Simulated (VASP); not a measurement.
# Cu2S3 (Pm-3m) in VASP: notebook

Cu2S3 is run at these levels: PBE; tasks: single point, relaxation of cell and atoms.

Program: VASP 6.6.1. These are calculated values, not measurements. Logs are shortened: lines on timing, memory, paths and dates and some standing lists are left out, and cuts for length are marked.

## Step 1: The cell of the first run

The structure is cubic, space group Pm-3m (No. 221). Conventional cell: a = 4.541 Å, b = 4.541 Å, c = 4.541 Å, α = 90.00°, β = 90.00°, γ = 90.00°. Cu (site symmetry m-3m) has 12 S at 3.21 Å and 8 Cu at 3.93 Å within 4.2 Å. Within 3.0 Å of Cu (site symmetry m-3m) lie 6 S at 2.27 Å. Within 3.0 Å of S (site symmetry 4/mmm) lie 2 Cu at 2.27 Å.

## Step 2: Single point, PBE

INCAR

```
ALGO = Normal
EDIFF = 1E-7
ENCUT = 520
GGA = PE
ISIF = 2
ISMEAR = 0
LASPH = True
LCHARG = True
LELF = True
LREAL = False
LVHAR = True
LWAVE = False
NBANDS = 28
NELM = 100
PREC = Accurate
SIGMA = 0.1
```

KPOINTS

```
k-points
0
Gamma
  8 8 8
```

POSCAR

```
Cu2S3
1.0
    4.5412591056      0.0000000000      0.0000000000
    0.0000000000      4.5412591056      0.0000000000
    0.0000000000      0.0000000000      4.5412591056
Cu S
2 3
Direct
    0.0000000000      0.0000000000      0.0000000000
    0.5000000000      0.5000000000      0.5000000000
    0.0000000000      0.5000000000      0.5000000000
    0.5000000000      0.0000000000      0.5000000000
    0.5000000000      0.5000000000      0.0000000000
```

Potentials or basis: VASP PAW PBE potentials, release 64 (Cu, S).

Run with:

```sh
$ cat potpaw_PBE.64/Cu/POTCAR potpaw_PBE.64/S/POTCAR > POTCAR
$ mpirun -np 1 vasp_std > vasp.out
```

OUTCAR:

```text
EDIFF = 1E-7
   ENCUT = 520
   GGA = PE
   ISIF = 2
   ISMEAR = 0
   LASPH = True
   LREAL = False
   NELM = 100
   PREC = Accurate

 ion  position               nearest neighbor table
   1  0.000  0.000  0.000-
   2  0.500  0.500  0.500-   3 2.27   4 2.27   5 2.27   5 2.27   4 2.27   3 2.27
   3  0.000  0.500  0.500-   2 2.27   2 2.27
   4  0.500  0.000  0.500-   2 2.27   2 2.27
   5  0.500  0.500  0.000-   2 2.27   2 2.27

  LATTYP: Found a simple cubic cell.
 ALAT       =     4.5412591056

  Lattice vectors:

 A1 = (   4.5412591056,   0.0000000000,   0.0000000000)
 A2 = (   0.0000000000,   4.5412591056,   0.0000000000)
 A3 = (   0.0000000000,   0.0000000000,   4.5412591056)

Analysis of symmetry for initial positions (statically):
=====================================================================
 Subroutine PRICEL returns:
 Original cell was already a primitive cell.

 Routine SETGRP: Setting up the symmetry group for a
 simple cubic supercell.

 Subroutine GETGRP returns: Found 48 space group operations
[... 9 lines left out ...]

 Routine SETGRP: Setting up the symmetry group for a
 simple cubic supercell.

 Subroutine GETGRP returns: Found 48 space group operations
[... 11 lines left out ...]
                                     Primitive cell

  volume of cell :      93.6545

  direct lattice vectors                    reciprocal lattice vectors
     4.541259106  0.000000000  0.000000000     0.220203247  0.000000000  0.000000000
     0.000000000  4.541259106  0.000000000     0.000000000  0.220203247  0.000000000
     0.000000000  0.000000000  4.541259106     0.000000000  0.000000000  0.220203247

  length of vectors
     4.541259106  4.541259106  4.541259106     0.220203247  0.220203247  0.220203247

  position of ions in fractional coordinates (direct lattice)
     0.000000000  0.000000000  0.000000000
     0.500000000  0.500000000  0.500000000
     0.000000000  0.500000000  0.500000000
     0.500000000  0.000000000  0.500000000
     0.500000000  0.500000000  0.000000000

  ion indices of the primitive-cell ions
   primitive index   ion index
                 1           1
                 2           2
                 3           3
                 4           4
                 5           5

----------------------------------------------------------------------------------------

 KPOINTS: k-points

Automatic generation of k-mesh.
[... 65 lines left out ...]
   NELM   =    100;   NELMIN=  2; NELMDL= -5     # of ELM steps
   EDIFF  = 0.1E-06   stopping-criterion for ELM
   LREAL  =      F    real-space projection
   EDIFFG = 0.1E-05   stopping-criterion for IOM
   NSW    =      0    number of steps for IOM
   IBRION =     -1    ionic relax: 0-MD 1-quasi-New 2-CG
   NFREE  =      0    steps in history (QN), initial steepest desc. (CG)
   ISIF   =      2    stress and relaxation
   ISYM   =      2    0-nonsym 1-usesym 2-fastsym
   POTIM  = 0.5000    time-step for ionic-motion
   TEBEG  =    0.0;   TEEND  =   0.0 temperature during run
   PSTRESS=    0.0 pullay stress
   NELECT =      40.0000    total number of electrons
   NUPDOWN=      -1.0000    fix difference up-down
   EMIN   =  10.00;   EMAX   =-10.00  energy-range for DOS
   EFERMI =   0.00;   METHOD = LEGACY
   ISMEAR =     0;   SIGMA  =   0.10  broadening in eV -4-tet -1-fermi 0-gaus
   EFERMI_NEDOS =   21; number of points for ismear=-14 and -15
   IALGO  =     38    algorithm
   IMIX   =      4    mixing-type and parameters
     AMIX     =   0.40;   BMIX     =  1.00
     AMIX_MAG =   1.60;   BMIX_MAG =  1.00
  volume/ion in A,a.u.               =      18.73       126.40
  Fermi-wavevector in a.u.,A,eV,Ry     =   1.232874  2.329793 20.680546  1.519977
  Thomas-Fermi vector in A             =   2.367626
   LORBIT       =      0    0 simple, 1 ext, 2 COOP (PROOUT), +10 PAW based schemes
   GGA     = PE    functional components
   LHFCALC =     F    Hartree Fock is set to
   AEXX    =    0.0000 exact exchange contribution
   IVDW    =     0    specifies the selected vdW correction
   LEPSILON=     F    determine dielectric tensor
   LRPA    =     F    only Hartree local field effects (RPA)
 non-spin polarized calculation
 Gauss-broadening in eV      SIGMA  =   0.10
  energy-cutoff  :      520.00
  volume of cell :       93.65
 maximum number of plane-waves:      2560
 NGX is ok and might be reduce to    36
   NGX = 17   NGY = 17   NGZ = 17

 number of electron      39.9999994 magnetization

 Free energy of the ion-electron system (eV)
  ---------------------------------------------------
  ext. energy  EPLUGINS =         0.00000000
  ---------------------------------------------------
  free energy    TOTEN  =       -15.81388907 eV

  energy without entropy =      -15.76985760  energy(sigma->0) =      -15.79187333

 E-fermi :   4.1659     XC(G=0): -10.0801

 val. band max:        4.1651083541   @ k =   0.3750   0.3750   0.2500
 cond. band min:       4.1755913466   @ k =   0.3750   0.2500   0.1250
 fundamental gap:      0.0104829925
 Fermi energy:         4.1658836616

 k-point     1 :       0.0000    0.0000    0.0000
  band No.  band energies     occupation
      1      -9.8867      2.00000
      2      -7.3835      2.00000
      3      -7.3835      2.00000
      4      -0.5488      2.00000
      5      -0.5488      2.00000
      6      -0.5488      2.00000
[... 733 lines left out ...]
     27      12.0292      0.00000
     28      12.2279      0.00000

 [... further k-points ...]

------------------------ aborting loop because EDIFF is reached ----------------------------------------

  FORCE on cell =-STRESS in cart. coord.  units (eV):
  Direction    XX          YY          ZZ          XY          YZ          ZX
  --------------------------------------------------------------------------------------
  -------------------------------------------------------------------------------------
  Total       -0.0191007     -0.0191007     -0.0191007      0.0000000      0.0000000     -0.0000000
  in kB       -0.3267609     -0.3267609     -0.3267609      0.0000000      0.0000000     -0.0000000
  external PRESSURE =      -0.3267609 kB  Pullay stress =       0.0000000 kB

 VOLUME and BASIS-vectors are now :
 -----------------------------------------------------------------------------
  energy-cutoff  :      520.00
  volume of cell :       93.65
      direct lattice vectors                 reciprocal lattice vectors
     4.541259106  0.000000000  0.000000000     0.220203247  0.000000000  0.000000000
     0.000000000  4.541259106  0.000000000     0.000000000  0.220203247  0.000000000
     0.000000000  0.000000000  4.541259106     0.000000000  0.000000000  0.220203247

 POSITION                                       TOTAL-FORCE (eV/Angst)
 -----------------------------------------------------------------------------------
      0.00000      0.00000      0.00000         0.000000      0.000000      0.000000
      2.27063      2.27063      2.27063         0.000000      0.000000      0.000000
      0.00000      2.27063      2.27063         0.000000      0.000000      0.000000
      2.27063      0.00000      2.27063         0.000000      0.000000      0.000000
      2.27063      2.27063      0.00000         0.000000      0.000000      0.000000
 -----------------------------------------------------------------------------------
    total drift:                                0.000000      0.000000      0.000000

  FREE ENERGIE OF THE ION-ELECTRON SYSTEM (eV)
  ---------------------------------------------------
  free  energy   TOTEN  =       -15.8138890690 eV

  energy  without entropy=      -15.7698576009  energy(sigma->0) =      -15.79187333
```

Run time: 91 s. Hardware: 1 thread of Intel Xeon Platinum 8259CL at 2.50GHz (Skylake/Cascade Lake), shared host; peak memory 0.24 GiB.

What came out:

```yaml
Free_energy: -15.8139 eV
Pressure: 0.0 GPa
Band_gap_on_the_k_mesh: zero (band 20 reaches 4.95 eV, above the bottom of band 21 at 3.83 eV)
```

With open d or f shells a metallic result of PBE can be an artefact of self-interaction; +U or a hybrid may open a gap.

## Step 3: Relaxation of cell and atoms, PBE

INCAR

```
SYSTEM = Cu2S3
PREC     = Accurate       ! precision mode
ENCUT    = 600            ! plane-wave cutoff, eV
EDIFF    = 1E-6           ! SCF threshold, eV
ISMEAR   = 0              ! smearing method
SIGMA    = 0.1            ! smearing width, eV
LREAL    = .False.        ! projectors in reciprocal space
LASPH    = .True.         ! aspherical terms in the spheres
NELM     = 100            ! most SCF steps
ALGO     = Normal         ! electronic algorithm
ISIF     = 3              ! what is computed and relaxed
LWAVE    = .False.        ! write WAVECAR
LCHARG   = .False.        ! write CHGCAR
GGA      = PE             ! functional
IBRION   = 2              ! ionic algorithm
NSW      = 100            ! ionic steps
EDIFFG   = -0.01          ! ionic threshold
```

KPOINTS

```
regular mesh
0
Gamma
  8 8 8
  0 0 0
```

POSCAR, as its differences from that of step 2:

```diff
@@ -2,5 +2,5 @@
 1.0
-    4.5412591056      0.0000000000      0.0000000000
-    0.0000000000      4.5412591056      0.0000000000
-    0.0000000000      0.0000000000      4.5412591056
+    4.5426701101      0.0000000000      0.0000000000
+    0.0000000000      4.5426701101      0.0000000000
+    0.0000000000      0.0000000000      4.5426701101
 Cu S
```

Potentials or basis: VASP PAW PBE potentials, release 64 (Cu, S).

Run with:

```sh
$ cat potpaw_PBE.64/Cu/POTCAR potpaw_PBE.64/S/POTCAR > POTCAR
$ mpirun -np 1 vasp_std > vasp.out
```

Wall time 4.6 min (1 thread of Intel Xeon Platinum 8259CL at 2.50GHz (Skylake/Cascade Lake), shared host); peak memory 0.26 GiB.

It converged, with:

* Free energy: -15.8143 eV
* Energy gained by relaxing: 0.0 meV/atom
* Ionic steps: 10
* Pressure after relaxing: 0.0 GPa
* Band gap on the k mesh: zero (band 20 reaches 4.94 eV, above the bottom of band 21 at 3.82 eV)

Final structure:
```yaml
crystal:
  lattice:
    - [4.54271, 0.00000, 0.00000]
    - [0.00000, 4.54271, 0.00000]
    - [0.00000, 0.00000, 4.54271]
  atoms:
    - { symbol: Cu, position: [0.00000, 0.00000, 0.00000] }
    - { symbol: Cu, position: [0.50000, 0.50000, 0.50000] }
    - { symbol: S, position: [0.00000, 0.50000, 0.50000] }
    - { symbol: S, position: [0.50000, 0.00000, 0.50000] }
    - { symbol: S, position: [0.50000, 0.50000, 0.00000] }
```

Levels at points of the mesh, in eV from the Fermi level:
```csv
k point,band 17,band 18,band 19,band 20,band 21,band 22,band 23,band 24
"(0.00, 0.00, 0.00)",-0.82,-0.82,-0.82,-0.22,-0.22,-0.22,-0.16,3.83
"(0.50, 0.00, 0.00)",-1.15,-1.11,-1.11,-0.46,-0.03,-0.03,2.84,4.31
"(0.50, 0.50, 0.00)",-1.16,-1.13,-0.32,-0.32,0.85,2.00,2.63,4.95
"(0.50, 0.50, 0.50)",-1.17,-0.03,0.78,0.78,0.78,2.05,2.05,6.73
```

With open d or f shells a metallic result of PBE can be an artefact of self-interaction; +U or a hybrid may open a gap.

## Step 4: Single point, PBE, collinear spin, ferromagnetic start

This run uses another cell than the first one, of 18.90 Å³/atom, 1.009 times its volume.

INCAR

```
SYSTEM = Cu2S3
PREC = Accurate
ENCUT = 520
EDIFF = 1E-7
ISMEAR = 0
SIGMA = 0.1
LREAL = .FALSE.
LASPH = .TRUE.
NELM = 150
ALGO = Normal
ISIF = 2
LWAVE = .FALSE.
LCHARG = .FALSE.
ISPIN = 2
MAGMOM = 1 1 0 0 0
LORBIT = 11
LMAXMIX = 4
GGA = PE
NBANDS = 32
```

KPOINTS

```
regular mesh
0
G
  4 4 4
  0 0 0
```

POSCAR, as its differences from that of step 3:

```diff
@@ -2,5 +2,5 @@
 1.0
-    4.5426701101      0.0000000000      0.0000000000
-    0.0000000000      4.5426701101      0.0000000000
-    0.0000000000      0.0000000000      4.5426701101
+    4.5546022700      0.0000000000      0.0000000000
+    0.0000000000      4.5546022700      0.0000000000
+    0.0000000000      0.0000000000      4.5546022700
 Cu S
```

Run with:

```sh
$ cat potpaw_PBE.64/Cu/POTCAR potpaw_PBE.64/S/POTCAR > POTCAR
$ mpirun -np 1 vasp_std > vasp.out
```

It took 82 s on 1 thread of Intel Xeon Platinum 8259CL at 2.50GHz (Skylake/Cascade Lake), shared host; peak memory 0.25 GiB.

Results (log left out):

* Free energy: -15.8563 eV
* Pressure: -0.9 GPa
* Band gap on the k mesh: zero (filled and empty bands overlap)
* Net moment: 0.00 μB per cell
* Valence electrons inside the program's atomic spheres: Cu 9.59, 10.06; S 3.60

Levels at points of the mesh, in eV from the Fermi level:
Spin up:
| k point | band 18 | band 19 | band 20 | band 21 | band 22 | band 23 |
| --- | --- | --- | --- | --- | --- | --- |
| (0.00, 0.00, 0.00) | -0.86 | -0.86 | -0.28 | -0.28 | -0.28 | -0.17 |
| (0.50, 0.00, 0.00) | -1.18 | -1.16 | -0.47 | -0.07 | -0.07 | 2.79 |
| (0.50, 0.50, 0.00) | -1.12 | -0.35 | -0.35 | 0.79 | 1.88 | 2.60 |
| (0.50, 0.50, 0.50) | -0.02 | 0.72 | 0.72 | 0.72 | 1.93 | 1.93 |
Spin down:
| k point | band 18 | band 19 | band 20 | band 21 | band 22 | band 23 |
| --- | --- | --- | --- | --- | --- | --- |
| (0.00, 0.00, 0.00) | -0.86 | -0.86 | -0.28 | -0.28 | -0.28 | -0.17 |
| (0.50, 0.00, 0.00) | -1.18 | -1.16 | -0.47 | -0.07 | -0.07 | 2.79 |
| (0.50, 0.50, 0.00) | -1.11 | -0.35 | -0.35 | 0.79 | 1.88 | 2.60 |
| (0.50, 0.50, 0.50) | -0.02 | 0.72 | 0.72 | 0.72 | 1.93 | 1.93 |

With open d or f shells a metallic result of PBE can be an artefact of self-interaction; +U or a hybrid may open a gap.

## Step 5: The runs side by side

| task | spin | cell | k mesh | cutoff (eV) | gap on the mesh (eV) | pressure (GPa) |
| --- | --- | --- | --- | --- | --- | --- |
| single point | off | a = 4.541 Å, 5 atoms | 8 × 8 × 8 | 520 | none | 0.0 |
| relaxation of cell and atoms | off | relaxed from a = 4.543 Å, 5 atoms | 8 × 8 × 8 | 600 | none | 0.0 |
| single point | collinear, ferromagnetic start | a = 4.555 Å, 5 atoms | 4 × 4 × 4 | 520 | none | -0.9 |

Alike in all rows: level PBE; potentials or basis VASP PAW PBE potentials, release 64 (Cu, S); smearing gaussian 0.1 eV.

Absolute energies hang on the potentials; compare differences alone.
